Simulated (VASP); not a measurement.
Here is a VASP 6.6.1 calculation.

The input INCAR:

```
SYSTEM = Sr
PREC = Accurate
ENCUT = 520
EDIFF = 1E-7
ISMEAR = 0
SIGMA = 0.15
LREAL = .False.
LASPH = .True.
NELM = 80
ALGO = Fast
ISIF = 2
LWAVE = .False.
LCHARG = .True.
GGA = CA
LELF = .True.
LVHAR = .True.
NBANDS = 17
```

The input KPOINTS:

```
Automatic mesh
0
Gamma
  12 12 8
  0 0 0
```

The input POSCAR:

```
Sr
1.0
    4.0068673272      0.0000000000      0.0000000000
   -2.0034336636      3.5528298300      0.0000000000
    0.0000000000      0.0000000000      6.7154259278
Sr
2
Direct
    0.2764649393      0.6666666667      0.2500000000
    0.7235350607      0.3333333333      0.7500000000
```

Potentials or basis: VASP PAW LDA potentials, release 64 (Sr_sv).

Launch:

```bash
$ cat potpaw_LDA.64/Sr_sv/POTCAR > POTCAR
$ mpirun -np 1 vasp_std > vasp.out
```

**Question.** What does it give for the band gap on the k mesh?

**Answer.** Zero (bands 10 and 11 overlap by 0.49 eV).

**Question.** What does it give for the pressure?

**Answer.** 0.2 GPa.

**Question.** What does it give for the largest force?

**Answer.** 0.159 eV/Å.

Forces on the atoms (eV/Å):
```
Sr   0.130  0.090  0.000
Sr  -0.130 -0.090  0.000
```

Caveat: the cell differs from its parent crystal (atoms displaced along a vibrational mode, the cell strained).
